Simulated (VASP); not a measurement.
Crystal: Ge.

```
CELL_PARAMETERS angstrom
-2.57449 2.57449 1.39741
2.57449 -2.57449 1.39741
2.57449 2.57449 -1.39741
ATOMIC_POSITIONS crystal
Ge 0.25000 0.75000 0.50000
Ge 0.50000 0.50000 0.00000
```

* Program: VASP 6.6.1
* Task: relaxation of cell and atoms
* Functional: PBE
* Potentials or basis: VASP PAW PBE potentials, release 64 (Ge_d)
* Cutoff: 600 eV
* k mesh: 16 × 16 × 16
* Occupations: gaussian, width 0.1 eV
* Spin: no spin polarisation

At the start: pressure 3.0 GPa; volume 18.52 Å³/atom.

**Question.** Where does the relaxation end?

**Answer.** Over 14 steps the energy falls by 7.5 meV/atom and the volume is 19.30 Å³/atom (+4.2 %); space group I4_1/amd (No. 141, to 0.05 Å).

Step by step:
```tsv
step	energy change (eV)	largest force (eV/Å)	pressure (GPa)	volume (Å³)
1	0.0000	0.0000	2.96	37.05
2	-0.0144	0.0000	-0.17	38.92
3	-0.0147	0.0000	-0.30	38.78
4	-0.0148	0.0000	-0.03	38.62
5	-0.0148	0.0000	0.08	38.59
6	-0.0149	0.0000	0.06	38.59
7	-0.0150	0.0000	0.06	38.59
8	-0.0150	0.0000	0.06	38.59
9	-0.0150	0.0000	0.06	38.59
10	-0.0150	0.0000	0.07	38.59
11	-0.0150	0.0000	-0.10	38.64
12	-0.0150	0.0000	-0.14	38.62
13	-0.0150	0.0000	-0.13	38.60
14	-0.0150	0.0000	-0.01	38.59
```

Final structure:
```
Ge
1.0
    -2.60332    2.60332    1.42357
     2.60332   -2.60332    1.42357
     2.60332    2.60332   -1.42357
Ge
2
Direct
  0.25000 0.75000 0.50000
  0.50000 0.50000 0.00000
```
